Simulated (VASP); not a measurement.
Here is a VASP 6.6.1 calculation.

Contents of INCAR:

```
SYSTEM = Pt
ALGO = Fast
EDIFF = 1E-6
ENCUT = 520
GGA = PE
ISIF = 2
ISMEAR = -1
LASPH = .True.
LCHARG = .False.
LREAL = .False.
LWAVE = .False.
NBANDS = 11
NELM = 60
PREC = Accurate
SIGMA = 0.02
```

Contents of KPOINTS:

```
k-points
0
Gamma
  20 20 20
  0 0 0
```

The input POSCAR:

```
Pt
1.0
    0.0000000000      1.8110575000      1.9579000000
    1.8110575000      0.0000000000      1.9579000000
    1.8110575000      1.8110575000      0.0000000000
Pt
1
Direct
    0.0000000000      0.0000000000      0.0000000000
```

Potentials or basis: VASP PAW PBE potentials, release 64 (Pt).

The run is started by

```bash
$ cat potpaw_PBE.64/Pt/POTCAR > POTCAR
$ mpirun -np 1 vasp_std > vasp.out
```

Task: What does it give for the pressure?

Result: 83.7 GPa.

Task: What does it give for the band gap on the k mesh?

Result: Zero (bands 5 and 6 overlap by 3.45 eV).

Stress tensor (GPa, compression positive):
```
89.96  0.00  0.00
 0.00 89.96  0.00
 0.00  0.00 71.27
```

Caveat: the cell differs from its parent crystal (strain -0.0750 x Voigt [1, 1, 0, 0, 0, 0]); the cell stands under pressure; spin-orbit coupling is left out, which moves the levels of the heavy elements.
